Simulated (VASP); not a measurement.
# ZrSi3 (Fm-3m) in VASP: a series of runs

The runs below take ZrSi3 through single point, relaxation of cell and atoms, with PBE.

Program: VASP 6.6.1. These are calculated values, not measurements. Logs are shortened: lines on timing, memory, paths and dates and some standing lists are left out, and cuts for length are marked.

### 1 The cell of the first run

Symmetry: Fm-3m, No. 225, cubic system. The conventional cell has a = 6.513 Å, b = 6.513 Å, c = 6.513 Å, α = 90.00°, β = 90.00°, γ = 90.00°. Zr (site symmetry m-3m) has 14 Si at 2.82 to 3.26 Å within 3.7 Å. Within 3.7 Å of Si (site symmetry -43m) lie 4 Zr at 2.82 Å and 10 Si at 2.82 to 3.26 Å. Within 3.7 Å of Si (site symmetry m-3m) lie 8 Si at 2.82 Å and 6 Zr at 3.26 Å.

The cell was generated, and may not be a known phase.

### 2 Single point, PBE

Input file INCAR:

```
PREC = Accurate
ENCUT = 520
EDIFF = 1E-6
ISMEAR = 0
SIGMA = 0.1
LREAL = F
LASPH = T
NELM = 60
ALGO = Normal
ISIF = 2
LWAVE = F
LCHARG = F
GGA = PE
NBANDS = 20
```

Input file KPOINTS:

```
Automatic mesh
0
Gamma
  4 4 4
```

Input file POSCAR:

```
ZrSi3
1.0
    0.0000000000      3.2566493776      3.2566493776
    3.2566493776      0.0000000000      3.2566493776
    3.2566493776      3.2566493776      0.0000000000
Zr Si
1 3
Direct
    0.0000000000      0.0000000000      0.0000000000
    0.2500000000      0.2500000000      0.2500000000
    0.5000000000      0.5000000000      0.5000000000
    0.7500000000      0.7500000000      0.7500000000
```

Potentials or basis: VASP PAW PBE potentials, release 64 (Zr_sv, Si).

On the command line:

```bash
cat potpaw_PBE.64/Zr_sv/POTCAR potpaw_PBE.64/Si/POTCAR > POTCAR
mpirun -np 1 vasp_std > vasp.out
```

OUTCAR:

```text
PREC = Accurate
   ENCUT = 520
   EDIFF = 1E-6
   ISMEAR = 0
   LREAL = F
   LASPH = T
   NELM = 60
   ISIF = 2
   GGA = PE

 ion  position               nearest neighbor table
   1  0.000  0.000  0.000-   4 2.82   4 2.82   4 2.82   2 2.82   4 2.82   2 2.82   2 2.82   2 2.82
                             3 3.26   3 3.26   3 3.26   3 3.26   3 3.26   3 3.26
   2  0.250  0.250  0.250-   1 2.82   1 2.82   1 2.82   1 2.82   3 2.82   3 2.82   3 2.82   3 2.82

   3  0.500  0.500  0.500-   2 2.82   2 2.82   2 2.82   2 2.82   4 2.82   4 2.82   4 2.82   4 2.82
                             1 3.26   1 3.26   1 3.26   1 3.26   1 3.26   1 3.26
   4  0.750  0.750  0.750-   3 2.82   3 2.82   3 2.82   1 2.82   3 2.82   1 2.82   1 2.82   1 2.82

  LATTYP: Found a face centered cubic cell.
 ALAT       =     6.5132987552

  Lattice vectors:

 A1 = (   0.0000000000,   3.2566493776,   3.2566493776)
 A2 = (   3.2566493776,   0.0000000000,   3.2566493776)
 A3 = (   3.2566493776,   3.2566493776,   0.0000000000)

Analysis of symmetry for initial positions (statically):
=====================================================================
 Subroutine PRICEL returns:
 Original cell was already a primitive cell.

 Routine SETGRP: Setting up the symmetry group for a
 face centered cubic supercell.

 Subroutine GETGRP returns: Found 48 space group operations
 (whereof 48 operations were pure point group operations)
 out of a pool of 48 trial point group operations.

The static configuration has the point symmetry O_h .

Analysis of symmetry for dynamics (positions and initial velocities):
=====================================================================
 Subroutine PRICEL returns:
 Original cell was already a primitive cell.

 Routine SETGRP: Setting up the symmetry group for a
 face centered cubic supercell.

 Subroutine GETGRP returns: Found 48 space group operations
 (whereof 48 operations were pure point group operations)
 out of a pool of 48 trial point group operations.

The dynamic configuration has the point symmetry O_h .

 Subroutine INISYM returns: Found 48 space group operations
 (whereof 48 operations are pure point group operations),
 and found     1 'primitive' translations

----------------------------------------------------------------------------------------

                                     Primitive cell

  volume of cell :      69.0785

  direct lattice vectors                    reciprocal lattice vectors
     0.000000000  3.256649378  3.256649378    -0.153532033  0.153532033  0.153532033
     3.256649378  0.000000000  3.256649378     0.153532033 -0.153532033  0.153532033
     3.256649378  3.256649378  0.000000000     0.153532033  0.153532033 -0.153532033

  length of vectors
     4.605597718  4.605597718  4.605597718     0.265925282  0.265925282  0.265925282

  position of ions in fractional coordinates (direct lattice)
     0.000000000  0.000000000  0.000000000
     0.250000000  0.250000000  0.250000000
     0.500000000  0.500000000  0.500000000
     0.750000000  0.750000000  0.750000000

  ion indices of the primitive-cell ions
   primitive index   ion index
                 1           1
                 2           2
                 3           3
                 4           4

----------------------------------------------------------------------------------------

 KPOINTS: Automatic mesh

Automatic generation of k-mesh.
 Grid dimensions read from file:
 generate k-points for:    4    4    4

 Generating k-lattice:

  Cartesian coordinates                     Fractional coordinates (reciprocal lattice)
    -0.038383008  0.038383008  0.038383008     0.250000000  0.000000000  0.000000000
     0.038383008 -0.038383008  0.038383008     0.000000000  0.250000000  0.000000000
     0.038383008  0.038383008 -0.038383008     0.000000000  0.000000000  0.250000000

  Length of vectors
     0.066481320  0.066481320  0.066481320

  Shift w.r.t. Gamma in fractional coordinates (k-lattice)
     0.000000000  0.000000000  0.000000000

 Subroutine IBZKPT returns following result:
[... 51 lines left out ...]
[... 12 lines left out ...]
     19      14.6197      0.00000
     20      14.6197      0.00000

 k-point     2 :       0.2500    0.0000    0.0000
  band No.  band energies     occupation
      1     -39.6988      2.00000
      2     -17.8047      2.00000
      3     -17.7868      2.00000
      4     -17.7868      2.00000
      5      -2.1267      2.00000
      6       2.3649      2.00000
[... 12 lines left out ...]
     19      15.0105      0.00000
     20      15.0105      0.00000

 k-point     3 :       0.5000    0.0000    0.0000
  band No.  band energies     occupation
      1     -39.6982      2.00000
      2     -17.8251      2.00000
      3     -17.7896      2.00000
      4     -17.7896      2.00000
      5      -0.5743      2.00000
      6       0.0631      2.00000
[... 12 lines left out ...]
     19      14.6477      0.00000
     20      15.0638      0.00000

 k-point     4 :       0.2500    0.2500    0.0000
  band No.  band energies     occupation
      1     -39.6986      2.00000
      2     -17.8043      2.00000
      3     -17.7912      2.00000
      4     -17.7912      2.00000
      5      -1.9096      2.00000
      6       2.7583      2.00000
[... 12 lines left out ...]
     19      14.7279      0.00000
     20      16.4342      0.00000

 k-point     5 :       0.5000    0.2500    0.0000
  band No.  band energies     occupation
      1     -39.6980      2.00000
      2     -17.8182      2.00000
      3     -17.8001      2.00000
      4     -17.7939      2.00000
      5      -0.5428      2.00000
      6       0.9930      2.00000
[... 12 lines left out ...]
     19      14.6979      0.00000
     20      15.2421      0.00000

 k-point     6 :      -0.2500    0.2500    0.0000
  band No.  band energies     occupation
      1     -39.6982      2.00000
      2     -17.8133      2.00000
      3     -17.8010      2.00000
      4     -17.7896      2.00000
      5      -1.1001      2.00000
      6       1.6200      2.00000
[... 12 lines left out ...]
     19      13.8500      0.00000
     20      14.4343      0.00000

 k-point     7 :       0.5000    0.5000    0.0000
  band No.  band energies     occupation
      1     -39.6978      2.00000
      2     -17.8235      2.00000
      3     -17.7983      2.00000
      4     -17.7983      2.00000
      5       0.2550      2.00000
      6       0.5249      2.00000
[... 12 lines left out ...]
     19      13.7190      0.00000
     20      13.7438      0.00000

 k-point     8 :      -0.2500    0.5000    0.2500
  band No.  band energies     occupation
      1     -39.6978      2.00000
      2     -17.8109      2.00000
      3     -17.8109      2.00000
      4     -17.7987      2.00000
      5       0.4892      2.00000
      6       1.0313      2.00000
[... 12 lines left out ...]
     19      14.8207      0.00000
     20      14.8207      0.00000

------------------------ aborting loop because EDIFF is reached ----------------------------------------

  FORCE on cell =-STRESS in cart. coord.  units (eV):
  Direction    XX          YY          ZZ          XY          YZ          ZX
  --------------------------------------------------------------------------------------
  -------------------------------------------------------------------------------------
  Total       -0.1217897     -0.1217897     -0.1217897      0.0000000      0.0000000     -0.0000000
  in kB       -2.8247369     -2.8247369     -2.8247369      0.0000000      0.0000000     -0.0000000
  external PRESSURE =      -2.8247369 kB  Pullay stress =       0.0000000 kB

 VOLUME and BASIS-vectors are now :
 -----------------------------------------------------------------------------
  energy-cutoff  :      520.00
  volume of cell :       69.08
      direct lattice vectors                 reciprocal lattice vectors
     0.000000000  3.256649378  3.256649378    -0.153532033  0.153532033  0.153532033
     3.256649378  0.000000000  3.256649378     0.153532033 -0.153532033  0.153532033
     3.256649378  3.256649378  0.000000000     0.153532033  0.153532033 -0.153532033

 POSITION                                       TOTAL-FORCE (eV/Angst)
 -----------------------------------------------------------------------------------
      0.00000      0.00000      0.00000         0.000000     -0.000000     -0.000000
      1.62832      1.62832      1.62832        -0.000000      0.000000     -0.000000
      3.25665      3.25665      3.25665         0.000000     -0.000000     -0.000000
      4.88497      4.88497      4.88497         0.000000     -0.000000      0.000000
 -----------------------------------------------------------------------------------
    total drift:                               -0.000000      0.000000      0.000000

  FREE ENERGIE OF THE ION-ELECTRON SYSTEM (eV)
  ---------------------------------------------------
  free  energy   TOTEN  =       -23.7300578203 eV

  energy  without entropy=      -23.7141635505  energy(sigma->0) =      -23.72211069
```

It took 25 s on 1 thread of Intel Xeon 8259CL, shared host; peak memory 0.2 GiB.

Results:

```
Free energy            : -23.7301 eV
Pressure               : -0.3 GPa
Band gap on the k mesh : zero (bands 12 and 13 overlap by 1.75 eV)
```

Levels at points of the mesh, in eV from the Fermi level:
```csv
k point,band 8,band 9,band 10,band 11,band 12,band 13,band 14,band 15,band 16,band 17
"(0.00, 0.00, 0.00)",-3.71,-3.71,-2.08,-1.61,-1.61,-1.61,-0.41,-0.41,2.90,2.90
"(0.50, 0.00, 0.00)",-4.16,-4.16,-1.55,-1.14,-1.14,-0.06,-0.06,3.31,3.95,4.00
"(0.50, 0.50, 0.00)",-4.43,-4.43,-2.22,-0.10,-0.10,0.94,2.34,3.71,4.20,4.34
```

Caveat: the k points lie up to 0.42 Å⁻¹ apart, too coarse for converged energies and pressures of a metal.

### 3 Single point, PBE

This run uses another cell than the first one, of 19.62 Å³/atom.

Input file INCAR:

```
SYSTEM = ZrSi3
PREC = Accurate
ENCUT = 520
EDIFF = 1E-6
ISMEAR = 0
SIGMA = 0.1
LREAL = .False.
LASPH = .True.
NELM = 100
ALGO = Normal
ISIF = 2
LWAVE = .False.
LCHARG = .False.
GGA = PE
NBANDS = 20
```

Input file KPOINTS:

```
Automatic mesh
0
Gamma
  4 4 4
  0 0 0
```

Input file POSCAR:

```
ZrSi3
1.0
    0.0000000000      3.3983398900      3.3983398900
    3.3983398900      0.0000000000      3.3983398900
    3.3983398900      3.3983398900      0.0000000000
Zr Si
1 3
Direct
    0.0000000000      0.0000000000      0.0000000000
    0.2500000000      0.2500000000      0.2500000000
    0.5000000000      0.5000000000      0.5000000000
    0.7500000000      0.7500000000      0.7500000000
```

Potentials or basis: VASP PAW PBE potentials, release 64 (Zr_sv, Si).

On the command line:

```bash
cat potpaw_PBE.64/Zr_sv/POTCAR potpaw_PBE.64/Si/POTCAR > POTCAR
mpirun -np 1 vasp_std > vasp.out
```

It took 22 s on 1 thread of Intel Xeon 8259CL, shared host; peak memory 0.2 GiB.

It converged, with:

* Free energy: -23.4044 eV
* Pressure: -9.8 GPa
* Band gap on the k mesh: zero (bands 12 and 13 overlap by 1.66 eV)

Levels at points of the mesh, in eV from the Fermi level:
```csv
k point,band 9,band 10,band 11,band 12,band 13,band 14,band 15,band 16
"(0.00, 0.00, 0.00)",-3.26,-2.83,-1.38,-1.38,-1.38,-0.18,-0.18,2.42
"(0.50, 0.00, 0.00)",-3.66,-1.64,-1.02,-1.02,-0.02,-0.02,2.61,3.15
"(0.50, 0.50, 0.00)",-4.03,-2.25,-0.12,-0.12,0.90,1.83,2.96,3.35
```

Caveat: the k points lie up to 0.40 Å⁻¹ apart, too coarse for converged energies and pressures of a metal.

### 4 Relaxation of cell and atoms, PBE

This run uses another cell than the first one, of 19.62 Å³/atom.

Input file INCAR:

```
SYSTEM = ZrSi3
PREC = Accurate
ENCUT = 600
EDIFF = 1E-6
ISMEAR = 0
SIGMA = 0.1
LREAL = .FALSE.
LASPH = .TRUE.
NELM = 60
ALGO = Normal
ISIF = 3
LWAVE = .FALSE.
LCHARG = .FALSE.
GGA = PE
IBRION = 2
NSW = 90
EDIFFG = -0.04
```

Input file KPOINTS:

```
Automatic mesh
0
G
  4 4 4
  0 0 0
```

POSCAR is that of step 3.

On the command line:

```bash
cat potpaw_PBE.64/Zr_sv/POTCAR potpaw_PBE.64/Si/POTCAR > POTCAR
mpirun -np 1 vasp_std > vasp.out
```

Run time: 82 s. Hardware: 1 thread of Intel Xeon 8259CL, shared host; peak memory 0.25 GiB.

The run converged. Its results:

| Item | Value |
| --- | --- |
| Free energy | -23.7312 eV |
| Relaxed volume | 17.20 Å³/atom |
| Relaxed cell | a = 4.599 Å, b = 4.599 Å, c = 4.599 Å, α = 60.00°, β = 60.00°, γ = 60.00° |
| Space group after relaxing (to 0.1 Å) | Fm-3m (No. 225) |
| Energy gained by relaxing | 81.7 meV/atom |
| Ionic steps | 3 |
| Pressure after relaxing | 0.1 GPa |
| Band gap on the k mesh | zero (bands 12 and 13 overlap by 1.75 eV) |

Step by step:
```csv
step,energy change (eV),largest force (eV/Å),pressure (GPa),volume (Å³)
1,0.0000,0.0000,-9.77,78.49
2,-0.2808,0.0000,4.69,65.66
3,-0.3268,0.0000,0.14,68.79
```

Final structure:
```xyz
4
Lattice="0.0000 3.2520 3.2520 3.2520 0.0000 3.2520 3.2520 3.2520 0.0000" Properties=species:S:1:pos:R:3 pbc="T T T"
Zr    0.0000    0.0000    0.0000
Si    1.6260    1.6260    1.6260
Si    3.2520    3.2520    3.2520
Si    4.8781    4.8781    4.8781
```

Levels at points of the mesh, in eV from the Fermi level:
| k point | band 10 | band 11 | band 12 | band 13 | band 14 | band 15 |
| --- | --- | --- | --- | --- | --- | --- |
| (0.00, 0.00, 0.00) | -2.05 | -1.61 | -1.61 | -1.61 | -0.42 | -0.42 |
| (0.50, 0.00, 0.00) | -1.55 | -1.14 | -1.14 | -0.06 | -0.06 | 3.33 |
| (0.50, 0.50, 0.00) | -2.22 | -0.10 | -0.10 | 0.94 | 2.35 | 3.73 |

Caveat: the k points lie up to 0.42 Å⁻¹ apart in the final cell, too coarse for converged energies and pressures of a metal.

### 5 Single point, PBE, collinear spin

Input file INCAR:

```
PREC = Accurate
ENCUT = 520
EDIFF = 1E-6
ISMEAR = 0
SIGMA = 0.1
LREAL = False
LASPH = True
NELM = 150
ALGO = Normal
ISIF = 2
LWAVE = False
LCHARG = False
ISPIN = 2
MAGMOM = 1 0 0 0
LORBIT = 11
LMAXMIX = 4
GGA = PE
NBANDS = 24
```

Input file KPOINTS:

```
Automatic mesh
0
Gamma
  4 4 4
```

Input file POSCAR:

```
ZrSi3
1.0
    0.0000000000      3.2566493776      3.2566493776
    3.2566493776      0.0000000000      3.2566493776
    3.2566493776      3.2566493776      0.0000000000
Zr Si
1 3
Direct
    0.0000000000      0.0000000000      0.0000000000
    0.2500000000      0.2500000000      0.2500000000
    0.5000000000      0.5000000000      0.5000000000
    0.7500000000      0.7500000000      0.7500000000
```

On the command line:

```bash
cat potpaw_PBE.64/Zr_sv/POTCAR potpaw_PBE.64/Si/POTCAR > POTCAR
mpirun -np 1 vasp_std > vasp.out
```

Run time: 56 s. Hardware: 1 thread of Intel Xeon 8259CL, shared host; peak memory 0.24 GiB.

Results (log left out):

- Free energy: -23.7301 eV
- Pressure: -0.3 GPa
- Band gap on the k mesh: zero (filled and empty bands overlap)
- Net moment: 0.00 μB per cell
- Valence electrons inside the program's atomic spheres: Zr 9.87; Si 1.61, 1.51 (each value once)

Levels at points of the mesh, in eV from the Fermi level:
Spin up:
```csv
k point,band 8,band 9,band 10,band 11,band 12,band 13,band 14,band 15,band 16,band 17
"(0.00, 0.00, 0.00)",-3.72,-3.72,-2.08,-1.61,-1.61,-1.61,-0.41,-0.41,2.90,2.90
"(0.50, 0.00, 0.00)",-4.16,-4.16,-1.55,-1.14,-1.14,-0.06,-0.06,3.31,3.95,4.00
"(0.50, 0.50, 0.00)",-4.43,-4.43,-2.22,-0.10,-0.10,0.94,2.34,3.71,4.19,4.34
```
Spin down:
```csv
k point,band 8,band 9,band 10,band 11,band 12,band 13,band 14,band 15,band 16,band 17
"(0.00, 0.00, 0.00)",-3.71,-3.71,-2.08,-1.61,-1.61,-1.61,-0.41,-0.41,2.90,2.90
"(0.50, 0.00, 0.00)",-4.16,-4.16,-1.55,-1.14,-1.14,-0.06,-0.06,3.31,3.95,4.00
"(0.50, 0.50, 0.00)",-4.43,-4.43,-2.22,-0.10,-0.10,0.94,2.34,3.71,4.20,4.34
```

Caveat: the k points lie up to 0.42 Å⁻¹ apart, too coarse for converged energies and pressures of a metal.

### 6 Single point, PBE

This run uses another cell than the first one, of 17.05 Å³/atom.

Input file INCAR:

```
PREC = Accurate ; ENCUT = 520
EDIFF = 1E-6 ; ISMEAR = 0
SIGMA = 0.1 ; LREAL = F
LASPH = T ; NELM = 80
ALGO = Normal ; ISIF = 2
LWAVE = F ; LCHARG = T
GGA = PE ; LELF = T
LVHAR = T ; NBANDS = 20
```

Input file KPOINTS:

```
Automatic mesh
0
Gamma
  12 12 12
```

Input file POSCAR:

```
ZrSi3
1.0
    0.0000000000      3.2425375715      3.2425375715
    3.2425375715      0.0000000000      3.2425375715
    3.2425375715      3.2425375715      0.0000000000
Zr Si
1 3
Direct
    0.0000000000      0.0000000000      0.0000000000
    0.2500000000      0.2500000000      0.2500000000
    0.5000000000      0.5000000000      0.5000000000
    0.7500000000      0.7500000000      0.7500000000
```

Potentials or basis: VASP PAW PBE potentials, release 64 (Zr_sv, Si).

On the command line:

```bash
cat potpaw_PBE.64/Zr_sv/POTCAR potpaw_PBE.64/Si/POTCAR > POTCAR
mpirun -np 1 vasp_std > vasp.out
```

Wall time 2.3 min (1 thread of Intel Xeon 8259CL, shared host); peak memory 0.26 GiB.

The run converged. Its results:

| Property | Result |
| --- | --- |
| Free energy | -23.7091 eV |
| Pressure | 0.0 GPa |
| Band gap on the k mesh | zero (bands 12 and 13 overlap by 2.03 eV) |

Levels at points of the mesh, in eV from the Fermi level:
| k point | band 10 | band 11 | band 12 | band 13 | band 14 | band 15 |
| --- | --- | --- | --- | --- | --- | --- |
| (0.00, 0.00, 0.00) | -2.06 | -1.69 | -1.69 | -1.69 | -0.47 | -0.47 |
| (0.50, 0.00, 0.00) | -1.61 | -1.22 | -1.22 | -0.10 | -0.10 | 3.30 |
| (0.50, 0.50, 0.00) | -2.28 | -0.15 | -0.15 | 0.92 | 2.37 | 3.72 |

### 7 Overview

| task | spin | cell | k mesh | cutoff (eV) | gap on the mesh (eV) | pressure (GPa) |
| --- | --- | --- | --- | --- | --- | --- |
| single point | off | a = 4.606 Å, angles 60.0°, 4 atoms | 4 × 4 × 4 | 520 | none | -0.3 |
| single point | off | a = 4.806 Å, angles 60.0°, 4 atoms | 4 × 4 × 4 | 520 | none | -9.8 |
| relaxation of cell and atoms | off | relaxed from a = 4.806 Å, angles 60.0°, 4 atoms | 4 × 4 × 4 | 600 | none | 0.1 |
| single point | collinear | a = 4.606 Å, angles 60.0°, 4 atoms | 4 × 4 × 4 | 520 | none | -0.3 |
| single point | off | a = 4.586 Å, angles 60.0°, 4 atoms | 12 × 12 × 12 | 520 | none | 0.0 |

Alike in all rows: level PBE; potentials or basis VASP PAW PBE potentials, release 64 (Zr_sv, Si); smearing gaussian 0.1 eV.

Caveats: some runs use coarse meshes.

Absolute energies hang on the potentials; compare differences alone.
